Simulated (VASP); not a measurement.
Write the native input for VASP 6.6.1 that does the following.

| Quantity | Value |
| --- | --- |
| Task | single point |
| Functional | PBE |
| Potentials or basis | VASP PAW PBE potentials, release 64 (Sc_sv, Al, P) |
| Cutoff | 520 eV |
| k mesh | 6 × 6 × 2 |
| Occupations | gaussian, width 0.1 eV |
| Spin | collinear spin, ferromagnetic start |
| Starting moments | [1.0, 0.0, 0.0, 0.0, 0.0, 0.0] μB |
| Dipole correction | no |
| Further INCAR settings | ALGO = Normal; EDIFF = 1e-06; NBANDS = 29 |

The structure of ScAl2P3 lies in POSCAR:

```
ScAl2P3
1.0
    3.6241442575      0.0000000000      0.0000000000
    0.0000000000      3.6241442575      0.0000000000
    0.0000000000      0.0000000000      7.6821826395
Sc Al P
1 2 3
Direct
    0.0000000000      0.0000000000      0.0000000000
    0.0000000000      0.5000000000      0.6500807708
    0.5000000000      0.0000000000      0.3499192292
    0.0000000000      0.5000000000      0.3225716504
    0.5000000000      0.0000000000      0.6774283496
    0.5000000000      0.5000000000      0.0000000000
```

One way to write it, as run:

INCAR

```
SYSTEM = ScAl2P3
ALGO = Normal
EDIFF = 1E-6
ENCUT = 520
GGA = PE
ISIF = 2
ISMEAR = 0
ISPIN = 2
LASPH = .TRUE.
LCHARG = .TRUE.
LELF = .TRUE.
LMAXMIX = 4
LORBIT = 11
LREAL = .FALSE.
LVHAR = .TRUE.
LWAVE = .FALSE.
MAGMOM = 1 0 0 0 0 0
NBANDS = 29
NELM = 150
PREC = Accurate
SIGMA = 0.1
```

KPOINTS

```
k-points
0
G
  6 6 2
  0 0 0
```

Potentials or basis: VASP PAW PBE potentials, release 64 (Sc_sv, Al, P).

The run is started by

```sh
$ cat potpaw_PBE.64/Sc_sv/POTCAR potpaw_PBE.64/Al/POTCAR potpaw_PBE.64/P/POTCAR > POTCAR
$ mpirun -np 1 vasp_std > vasp.out
```

Results of the run:

```yaml
Pressure: -0.2 GPa
Largest_force: 0.004 eV/Å
Band_gap_on_the_k_mesh: zero (filled and empty bands overlap)
Net_moment: 0.00 μB per cell
Valence_electrons_inside_the_program's_atomic_spheres: Sc 9.51; Al 0.72; P 2.50, 2.53
```

Caveat: the k points lie up to 0.41 Å⁻¹ apart.

Run time: 49 s on 1 thread of Intel(R) Xeon(R) 6975P-C (Granite Rapids), with other jobs on the host, peak memory 0.28 GiB.
